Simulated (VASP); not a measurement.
Write the native input for VASP 6.6.1 that does the following.

* Task: single point
* Functional: PBE
* Potentials or basis: VASP PAW PBE potentials, release 64 (Ti_sv, Al)
* Cutoff: 520 eV
* k mesh: 16 × 16 × 16
* Occupations: gaussian, width 0.1 eV
* Spin: no spin polarisation
* Dipole correction: no
* Further INCAR settings: ALGO = Fast; EDIFF = 1e-06; NBANDS = 18

The structure of TiAl3 lies in POSCAR:

```
TiAl3
1.0
   -1.9010138505      1.9010138505      4.2572259404
    1.9010138505     -1.9010138505      4.2572259404
    1.9010138505      1.9010138505     -4.2572259404
Ti Al
1 3
Direct
    0.0000000000      0.0000000000      0.0000000000
    0.5000000000      0.5000000000      0.0000000000
    0.7500000000      0.2500000000      0.5000000000
    0.2500000000      0.7500000000      0.5000000000
```

One way to write it, as run:

INCAR

```
PREC = Accurate
ENCUT = 520
EDIFF = 1E-6
ISMEAR = 0
SIGMA = 0.1
LREAL = False
LASPH = True
NELM = 100
ALGO = Fast
ISIF = 2
LWAVE = False
LCHARG = False
GGA = PE
NBANDS = 18
```

KPOINTS

```
regular mesh
0
Gamma
  16 16 16
```

Potentials or basis: VASP PAW PBE potentials, release 64 (Ti_sv, Al).

The run is started by

```sh
$ cat potpaw_PBE.64/Ti_sv/POTCAR potpaw_PBE.64/Al/POTCAR > POTCAR
$ mpirun -np 1 vasp_std > vasp.out
```

It gave:

```
Pressure               : 3.9 GPa
Band gap on the k mesh : zero (an odd number of electrons rules out a gap without spin polarisation)
```

Caveat: the cell stands under pressure.

It took 35 min on 1 thread of Intel Xeon 8259CL (shared host), peak memory 0.52 GiB.
